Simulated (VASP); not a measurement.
# Li4TmGe (P4mm) in VASP: relaxation of cell and atoms with PBE

Aim: the relaxation of cell and atoms of Li4TmGe with PBE.

Everything below comes from runs of VASP 6.6.1. Logs are shortened: lines on timing, memory, paths and dates and some standing lists are left out, and cuts for length are marked.

## Step 1: The cell of the first run

The structure is tetragonal, space group P4mm (No. 99). The conventional cell has a = 3.044 Å, b = 3.044 Å, c = 8.878 Å, α = 90.00°, β = 90.00°, γ = 90.00°. Within 3.2 Å of Li (site symmetry 4mm) lie 4 Tm at 2.44 Å and 9 Li at 2.62 to 3.04 Å. Within 3.1 Å of Li (site symmetry 4mm) lie 4 Ge at 2.32 Å and 9 Li at 2.65 to 3.04 Å. Within 3.2 Å of Li (site symmetry 4mm) lie 1 Ge at 2.41 Å and 13 Li at 2.57 to 3.04 Å. Li (site symmetry 4mm) has 13 Li at 2.57 to 3.04 Å and 1 Tm at 2.63 Å within 3.4 Å. Tm (site symmetry 4mm) has 6 Li at 2.44 to 3.30 Å and 4 Tm at 3.04 Å and 4 Ge at 3.25 Å within 3.4 Å. Within 3.1 Å of Ge (site symmetry 4mm) lie 5 Li at 2.32 to 2.41 Å and 4 Ge at 3.04 Å.

The cell was generated, and may not be a known phase.

## Step 2: Relaxation of cell and atoms, PBE

Input file INCAR:

```
SYSTEM = Li4TmGe
PREC     = Accurate       ! precision mode
ENCUT    = 750            ! plane-wave cutoff, eV
EDIFF    = 1E-7           ! SCF threshold, eV
ISMEAR   = 0              ! smearing method
SIGMA    = 0.2            ! smearing width, eV
LREAL    = .False.        ! projectors in reciprocal space
LASPH    = .True.         ! aspherical terms in the spheres
NELM     = 200            ! most SCF steps
ALGO     = Normal         ! electronic algorithm
ISIF     = 3              ! what is computed and relaxed
LWAVE    = .False.        ! write WAVECAR
LCHARG   = .False.        ! write CHGCAR
GGA      = PE             ! functional
IBRION   = 2              ! ionic algorithm
NSW      = 36             ! ionic steps
EDIFFG   = -0.08          ! ionic threshold
GGA_COMPAT= .False.      
NELMIN   = 4            
LMAXMIX  = 6              ! l up to which the mixer works
```

Input file KPOINTS:

```
Automatic mesh
0
Gamma
  5 5 2
  0 0 0
```

Input file POSCAR:

```
Li4TmGe
1.0
    3.0437852700      0.0000000000      0.0000000000
    0.0000000000      3.0437852700      0.0000000000
    0.0000000000      0.0000000000      8.8781026800
Li Tm Ge
4 1 1
Direct
    0.5000000000      0.5000000000      0.2433270100
    0.0000000000      0.0000000000      0.7440829900
    0.5000000000      0.5000000000      0.9182549700
    0.0000000000      0.0000000000      0.0755200000
    0.0000000000      0.0000000000      0.3720980000
    0.5000000000      0.5000000000      0.6467160000
```

Potentials or basis: VASP PAW PBE potentials, release 64 (Li_sv, Tm_3, Ge_d), 4f in core.

On the command line:

```console
$ cat potpaw_PBE.64/Li_sv/POTCAR potpaw_PBE.64/Tm_3/POTCAR potpaw_PBE.64/Ge_d/POTCAR > POTCAR
$ mpirun -np 1 vasp_std > vasp.out
```

OUTCAR:

```text
SYSTEM = Li4TmGe
   PREC = Accurate
   ENCUT = 750
   EDIFF = 1E-7
   ISMEAR = 0
   LREAL = .False.
   LASPH = .True.
   NELM = 200
   ISIF = 3
   GGA = PE
   IBRION = 2
   NSW = 36
   EDIFFG = -0.08
   NELMIN = 4

 ion  position               nearest neighbor table
   1  0.500  0.500  0.243-   5 2.44   5 2.44   5 2.44   5 2.44
   2  0.000  0.000  0.744-   6 2.32   6 2.32   6 2.32   6 2.32
   3  0.500  0.500  0.918-   6 2.41   4 2.57   4 2.57   4 2.57   4 2.57
   4  0.000  0.000  0.076-   3 2.57   3 2.57   3 2.57   3 2.57   5 2.63
   5  0.000  0.000  0.372-   1 2.44   1 2.44   1 2.44   1 2.44   4 2.63   6 3.25   6 3.25   6 3.25
                             6 3.25
   6  0.500  0.500  0.647-   2 2.32   2 2.32   2 2.32   2 2.32   3 2.41   5 3.25   5 3.25   5 3.25
                             5 3.25

  LATTYP: Found a simple tetragonal cell.
 ALAT       =     3.0437852700
 C/A-ratio  =     2.9167966504

  Lattice vectors:

 A1 = (   3.0437852700,   0.0000000000,   0.0000000000)
 A2 = (   0.0000000000,   3.0437852700,   0.0000000000)
 A3 = (   0.0000000000,   0.0000000000,   8.8781026800)

Analysis of symmetry for initial positions (statically):
=====================================================================
 Subroutine PRICEL returns:
 Original cell was already a primitive cell.

 Routine SETGRP: Setting up the symmetry group for a
 simple tetragonal supercell.

 Subroutine GETGRP returns: Found  8 space group operations
 (whereof  8 operations were pure point group operations)
 out of a pool of 16 trial point group operations.

The static configuration has the point symmetry C_4v.

Analysis of symmetry for dynamics (positions and initial velocities):
=====================================================================
 Subroutine PRICEL returns:
 Original cell was already a primitive cell.

 Routine SETGRP: Setting up the symmetry group for a
 simple tetragonal supercell.

 Subroutine GETGRP returns: Found  8 space group operations
 (whereof  8 operations were pure point group operations)
 out of a pool of 16 trial point group operations.

The dynamic configuration has the point symmetry C_4v.

 Subroutine INISYM returns: Found  8 space group operations
 (whereof  8 operations are pure point group operations),
 and found     1 'primitive' translations

----------------------------------------------------------------------------------------

                                     Primitive cell

  volume of cell :      82.2523

  direct lattice vectors                    reciprocal lattice vectors
     3.043785270  0.000000000  0.000000000     0.328538287  0.000000000  0.000000000
     0.000000000  3.043785270  0.000000000     0.000000000  0.328538287  0.000000000
     0.000000000  0.000000000  8.878102680     0.000000000  0.000000000  0.112636679

  length of vectors
     3.043785270  3.043785270  8.878102680     0.328538287  0.328538287  0.112636679

  position of ions in fractional coordinates (direct lattice)
     0.500000000  0.500000000  0.243327010
     0.000000000  0.000000000  0.744082990
     0.500000000  0.500000000  0.918254970
     0.000000000  0.000000000  0.075520000
     0.000000000  0.000000000  0.372098000
     0.500000000  0.500000000  0.646716000

  ion indices of the primitive-cell ions
   primitive index   ion index
                 1           1
                 2           2
                 3           3
                 4           4
                 5           5
                 6           6

----------------------------------------------------------------------------------------

 KPOINTS: Automatic mesh

Automatic generation of k-mesh.
 Grid dimensions read from file:
 generate k-points for:    5    5    2

 Generating k-lattice:

  Cartesian coordinates                     Fractional coordinates (reciprocal lattice)
     0.065707657  0.000000000  0.000000000     0.200000000  0.000000000  0.000000000
     0.000000000  0.065707657  0.000000000     0.000000000  0.200000000  0.000000000
     0.000000000  0.000000000  0.056318339     0.000000000  0.000000000  0.500000000

  Length of vectors
     0.065707657  0.065707657  0.056318339

  Shift w.r.t. Gamma in fractional coordinates (k-lattice)
     0.000000000  0.000000000  0.000000000

 Subroutine IBZKPT returns following result:
 ===========================================

 Found     12 irreducible k-points:

 Following reciprocal coordinates:
            Coordinates               Weight
  0.000000  0.000000  0.000000      1.000000
  0.200000  0.000000  0.000000      4.000000
  0.400000  0.000000  0.000000      4.000000
  0.200000  0.200000  0.000000      4.000000
  0.400000  0.200000  0.000000      8.000000
  0.400000  0.400000  0.000000      4.000000
  0.000000  0.000000  0.500000      1.000000
  0.200000  0.000000  0.500000      4.000000
  0.400000  0.000000  0.500000      4.000000
  0.200000  0.200000  0.500000      4.000000
  0.400000  0.200000  0.500000      8.000000
  0.400000  0.400000  0.500000      4.000000
   k-points           NKPTS =     12   k-points in BZ     NKDIM =     12   number of bands    NBANDS=     21
   number of dos      NEDOS =    301   number of ions     NIONS =      6
   total plane-waves  NPLWV =  62720
   dimension x,y,z NGX =    28 NGY =   28 NGZ =   80
   dimension x,y,z NGXF=    56 NGYF=   56 NGZF=  160
   ions per type =               4   1   1
   NGX,Y,Z   is equivalent  to a cutoff of  15.29, 15.29, 14.98 a.u.
   NGXF,Y,Z  is equivalent  to a cutoff of  30.59, 30.59, 29.96 a.u.
 SYSTEM =  Li4TmGe
   PREC   = accura    normal or accurate (medium, high low for compatibility)
   ISTART =      0    job   : 0-new  1-cont  2-samecut
   ICHARG =      2    charge: 1-file 2-atom 10-const
   ISPIN  =      1    spin polarized calculation?
   LNONCOLLINEAR =      F non collinear calculations
   LSORBIT =      F    spin-orbit coupling
   LASPH  =      T    aspherical Exc in radial PAW
   ENCUT  =  750.0 eV  55.12 Ry    7.42 a.u.   6.80  6.80 19.82*2*pi/ulx,y,z
   NELM   =    200;   NELMIN=  4; NELMDL= -5     # of ELM steps
   EDIFF  = 0.1E-06   stopping-criterion for ELM
   LREAL  =      F    real-space projection
   EDIFFG = -.8E-01   stopping-criterion for IOM
   NSW    =     36    number of steps for IOM
   IBRION =      2    ionic relax: 0-MD 1-quasi-New 2-CG
   NFREE  =      1    steps in history (QN), initial steepest desc. (CG)
   ISIF   =      3    stress and relaxation
   ISYM   =      2    0-nonsym 1-usesym 2-fastsym
   POTIM  = 0.5000    time-step for ionic-motion
   TEBEG  =    0.0;   TEEND  =   0.0 temperature during run
   PSTRESS=    0.0 pullay stress
   NELECT =      35.0000    total number of electrons
   NUPDOWN=      -1.0000    fix difference up-down
   EMIN   =  10.00;   EMAX   =-10.00  energy-range for DOS
   EFERMI =   0.00;   METHOD = LEGACY
   ISMEAR =     0;   SIGMA  =   0.20  broadening in eV -4-tet -1-fermi 0-gaus
   EFERMI_NEDOS =   21; number of points for ismear=-14 and -15
   IALGO  =     38    algorithm
   IMIX   =      4    mixing-type and parameters
     AMIX     =   0.40;   BMIX     =  1.00
     AMIX_MAG =   1.60;   BMIX_MAG =  1.00
  volume/ion in A,a.u.               =      13.71        92.51
  Fermi-wavevector in a.u.,A,eV,Ry     =   1.231350  2.326914 20.629458  1.516222
  Thomas-Fermi vector in A             =   2.366163
   LORBIT       =      0    0 simple, 1 ext, 2 COOP (PROOUT), +10 PAW based schemes
   GGA     = PE    functional components
   LHFCALC =     F    Hartree Fock is set to
   AEXX    =    0.0000 exact exchange contribution
   IVDW    =     0    specifies the selected vdW correction
   LEPSILON=     F    determine dielectric tensor
   LRPA    =     F    only Hartree local field effects (RPA)
 conjugate gradient relaxation of ions
 non-spin polarized calculation
 Gauss-broadening in eV      SIGMA  =   0.20
  energy-cutoff  :      750.00
  volume of cell :       82.25
 maximum number of plane-waves:      3852
 NGX is ok and might be reduce to    28
   NGX = 13   NGY = 13   NGZ = 39

--------------------------------------- Ionic step        1  -------------------------------------------

 number of electron      35.0000011 magnetization

 Free energy of the ion-electron system (eV)
  ---------------------------------------------------
  ext. energy  EPLUGINS =         0.00000000
  ---------------------------------------------------
  free energy    TOTEN  =       -13.92815377 eV

  energy without entropy =      -13.86122652  energy(sigma->0) =      -13.89469015

 E-fermi :   4.2541     XC(G=0): -10.0080

 val. band max:        4.1749309247   @ k =   0.4000   0.2000   0.5000
 cond. band min:       4.3142795382   @ k =   0.4000   0.0000   0.5000
 fundamental gap:      0.1393486136
 Fermi energy:         4.2540679363

 k-point     1 :       0.0000    0.0000    0.0000
  band No.  band energies     occupation
      1     -41.6948      2.00000
      2     -41.4713      2.00000
      3     -41.4498      2.00000
      4     -41.3680      2.00000
      5     -20.7749      2.00000
      6     -20.2461      2.00000
[... 314 lines left out ...]
  energy  without entropy=      -13.8612265199  energy(sigma->0) =      -13.89469015

--------------------------------------- Ionic step        2  -------------------------------------------

 number of electron      34.9999973 magnetization

 E-fermi :   2.8387     XC(G=0):  -9.0860

 val. band max:        2.7652114154   @ k =   0.2000   0.2000   0.5000
 cond. band min:       2.8418603939   @ k =   0.4000   0.2000   0.0000
 fundamental gap:      0.0766489785
 Fermi energy:         2.8386600247

 k-point     1 :       0.0000    0.0000    0.0000
  band No.  band energies     occupation
      1     -43.3668      2.00000
      2     -43.1279      2.00000
      3     -43.0401      2.00000
      4     -42.6468      2.00000
      5     -22.5546      2.00000
      6     -22.3417      2.00000
[... 350 lines left out ...]
  FREE ENERGIE OF THE ION-ELECTRON SYSTEM (eV)
  ---------------------------------------------------
  free  energy   TOTEN  =       -17.0533802649 eV

  energy  without entropy=      -16.9912149076  energy(sigma->0) =      -17.02229759

[... ionic steps 4 to 10 ...]

--------------------------------------- Ionic step       11  -------------------------------------------

 number of electron      35.0000025 magnetization

------------------------ aborting loop because EDIFF is reached ----------------------------------------

  FORCE on cell =-STRESS in cart. coord.  units (eV):
  Direction    XX          YY          ZZ          XY          YZ          ZX
  --------------------------------------------------------------------------------------
  -------------------------------------------------------------------------------------
  Total       -0.2315111     -0.2315111     -0.1150309      0.0000000      0.0000000     -0.0000000
  in kB       -3.0428272     -3.0428272     -1.5118891      0.0000000      0.0000000     -0.0000000
  external PRESSURE =      -2.5325145 kB  Pullay stress =       0.0000000 kB
[... 65 lines left out ...]
  energy  without entropy=      -17.4562607863  energy(sigma->0) =      -17.48388863

--------------------------------------- Ionic step       13  -------------------------------------------

 number of electron      35.0000007 magnetization

 Free energy of the ion-electron system (eV)
  ---------------------------------------------------
  ext. energy  EPLUGINS =         0.00000000
  ---------------------------------------------------
  free energy    TOTEN  =       -17.52000373 eV

  energy without entropy =      -17.46314206  energy(sigma->0) =      -17.49157290

 E-fermi :   2.2970     XC(G=0):  -8.5726

 val. band max:        2.2904834536   @ k =   0.0000   0.0000   0.5000
 cond. band min:       2.3705806646   @ k =   0.2000   0.0000   0.0000
 fundamental gap:      0.0800972110
 Fermi energy:         2.2970301295

 k-point     1 :       0.0000    0.0000    0.0000
  band No.  band energies     occupation
      1     -44.1672      2.00000
      2     -44.1106      2.00000
      3     -44.0240      2.00000
      4     -43.7784      2.00000
      5     -23.2642      2.00000
      6     -23.1171      2.00000
[... 310 lines left out ...]
  FREE ENERGIE OF THE ION-ELECTRON SYSTEM (eV)
  ---------------------------------------------------
  free  energy   TOTEN  =       -17.5200037339 eV

  energy  without entropy=      -17.4631420572  energy(sigma->0) =      -17.49157290

 reached required accuracy - stopping structural energy minimisation
```

Run time: 4.4 min. Hardware: 1 thread of AMD EPYC 9R45 (Zen 5), shared host; peak memory 0.25 GiB.

Results:

```
Free energy                           : -17.5200 eV
Relaxed volume                        : 20.03 Å³/atom
Relaxed cell                          : a = 3.455 Å, b = 3.455 Å, c = 10.068 Å, α = 90.00°, β = 90.00°, γ = 90.00°
Space group after relaxing (to 0.1 Å) : P4mm (No. 99)
Energy gained by relaxing             : 598.6 meV/atom
Ionic steps                           : 13
Pressure after relaxing               : 0.1 GPa
Largest force after relaxing          : 0.077 eV/Å
Band gap on the k mesh                : zero (an odd number of electrons rules out a gap without spin polarisation)
```

Forces on the atoms (eV/Å):
```
Li   0.000  0.000  0.043
Li   0.000  0.000 -0.075
Li   0.000  0.000 -0.009
Li   0.000  0.000 -0.035
Tm   0.000  0.000  0.077
Ge   0.000  0.000 -0.001
```

Step by step:
```tsv
step	energy change (eV)	largest force (eV/Å)	pressure (GPa)	volume (Å³)
1	0.0000	4.0068	20.88	82.25
2	-2.7425	2.2534	3.49	105.32
3	-3.1252	1.6714	-0.38	116.81
4	-3.1839	1.4547	-1.67	122.45
5	-3.1884	1.4070	-1.96	123.85
6	-3.3820	0.9962	-1.06	120.38
7	-3.4913	0.3590	1.15	115.24
8	-3.4934	0.3559	0.77	115.94
9	-3.5275	0.3151	0.49	117.61
10	-3.5596	0.2744	-0.05	121.57
11	-3.5741	0.1587	-0.25	121.90
12	-3.5834	0.1729	-0.54	122.39
13	-3.5918	0.0769	0.12	120.17
```

Final structure:
```xyz
6
Lattice="3.4548 0.0000 0.0000 0.0000 3.4548 0.0000 0.0000 0.0000 10.0682" Properties=species:S:1:pos:R:3 pbc="T T T"
Li    1.7274    1.7274    2.2306
Li    0.0000    0.0000    7.5131
Li    1.7274    1.7274    9.0617
Li    0.0000    0.0000    0.8207
Tm    3.4548    0.0000    4.4131
Ge    1.7274    1.7274    6.1654
```

Caveat: the k points lie up to 0.36 Å⁻¹ apart in the final cell, too coarse for converged energies and pressures of a metal; the volume moved by over 15 % at a fixed basis, so the end points are rough; spin-orbit coupling is left out, which moves the levels of the heavy elements; the 4f electrons are frozen in the core, so they carry no moment and show no levels; the relaxation stopped at a loose force limit of 0.08 eV/Å, so its end isn't a converged minimum. Spin polarisation is off, so any magnetic state and its effect on volume and gap are missing.

The gap in the log of VASP goes by the Fermi energy; the results here count the filled bands.